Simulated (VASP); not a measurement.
# Cr2GeN2: single point with PBE

Crystal: Cr2GeN2.

```xyz
5
Lattice="1.9097 1.1025 4.4476 -1.9097 1.1025 4.4476 0.0000 -2.2051 4.4476" Properties=species:S:1:pos:R:3 pbc="T T T"
Cr    0.0000    0.0000    9.2124
Cr    0.0000    0.0000    4.1305
Ge    0.0000    0.0000    6.6714
N     0.0000    0.0000   11.4703
N     0.0000    0.0000    1.8726
```

The cell was generated, and may not be a known phase.

```yaml
Program: VASP 6.6.1
Task: single point
Functional: PBE
Potentials_or_basis: VASP PAW PBE potentials, release 64 (Cr_pv, Ge_d, N)
Cutoff: 600 eV
k_mesh: 6 × 6 × 6
Occupations: gaussian, width 0.1 eV
Spin: collinear spin, ferromagnetic start
Starting_moments: "[3.0, 3.0, 0.0, 0.0, 0.0] μB"
```

| Quantity | Value |
| --- | --- |
| Pressure | -4.9 GPa |
| Largest force | 2.453 eV/Å |
| Band gap on the k mesh | zero (filled and empty bands overlap) |
| Net moment | 0.00 μB per cell |
| Valence electrons inside the program's atomic spheres | Cr 10.94; Ge 12.32; N 3.49 |

Forces in eV/Å, atoms in the order of the input:
```
Cr   0.000  0.000  2.453
Cr   0.000  0.000 -2.453
Ge   0.000  0.000  0.000
N    0.000  0.000  0.818
N    0.000  0.000 -0.818
```

Stress tensor (GPa, compression positive):
```
  0.28   0.00   0.00
  0.00   0.28   0.00
  0.00   0.00 -15.24
```

Levels at points of the mesh, in eV from the Fermi level:
Spin up:
```tsv
k point	band 22	band 23	band 24	band 25	band 26	band 27
(0.00, 0.00, 0.00)	-0.94	-0.94	-0.54	-0.54	0.46	0.46
(0.50, 0.00, 0.00)	-0.29	-0.27	-0.23	0.05	0.27	0.96
(0.50, 0.50, 0.00)	-1.10	-0.76	0.27	0.66	0.82	1.06
(0.50, 0.50, 0.50)	-1.78	-1.43	-0.83	-0.83	1.29	1.29
```
Spin down:
```
           k point  band 21  band 22  band 23  band 24  band 25  band 26  band 27  band 28
(0.00, 0.00, 0.00)    -1.29    -0.94    -0.94    -0.54    -0.54     0.46     0.46     0.82
(0.50, 0.00, 0.00)    -1.35    -0.29    -0.27    -0.23     0.05     0.27     0.96     1.12
(0.50, 0.50, 0.00)    -1.40    -1.10    -0.76     0.27     0.66     0.82     1.06     1.11
(0.50, 0.50, 0.50)    -1.78    -1.78    -1.43    -0.83    -0.83     1.29     1.29     1.30
```

Wall time 6 min on 1 thread of Oxide Virtual Turin-like Processor, with other jobs on the host, peak memory 0.33 GiB.

Caveat: the stress differs along the axes, from -15 to 0 GPa; the moments typed at the start vanished in this run; forces of over 1 eV/Å act on the atoms, so gaps and moduli don't describe the material at rest. With open d or f shells a metallic result of PBE can be an artefact of self-interaction; +U or a hybrid may open a gap.
